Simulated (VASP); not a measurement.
Input of a VASP 6.6.1 run:

File INCAR:

```
AGGAC = 1.0
AGGAX = 1.0
ALDAC = 0.0
ALDAX = 1.0
ALGO = Normal
EDIFF = 1E-6
ENCUT = 520
GGA = B5
ISIF = 2
ISMEAR = -1
ISPIN = 2
IVDW = 12
LASPH = True
LCHARG = False
LMAXMIX = 4
LORBIT = 11
LREAL = False
LWAVE = False
MAGMOM = 2 0
NBANDS = 18
NELM = 150
PREC = Accurate
SIGMA = 0.05
VDW_A1 = 0.4298
VDW_A2 = 4.2359
VDW_S6 = 1.0
VDW_S8 = 2.6996
```

The input KPOINTS:

```
k-points
0
Gamma
  11 11 11
```

POSCAR

```
CoO
1.0
    0.0000000000      2.0879877907      2.0879877907
    2.0879877907      0.0000000000      2.0879877907
    2.0879877907      2.0879877907      0.0000000000
Co O
1 1
Direct
    0.0000000000      0.0000000000      0.0000000000
    0.5000000000      0.5000000000      0.5000000000
```

Potentials or basis: VASP PAW PBE potentials, release 64 (Co, O).

The run is started by

```sh
$ cat potpaw_PBE.64/Co/POTCAR potpaw_PBE.64/O/POTCAR > POTCAR
$ mpirun -np 1 vasp_std > vasp.out
```

Q: Estimate the site moments.

A: Co +2.12; O +0.17 μB.

Q: Estimate the net moment.

A: 2.32 μB per cell.

Caveat: a cell with one magnetic atom can't hold antiferromagnetic order, which such compounds often take.
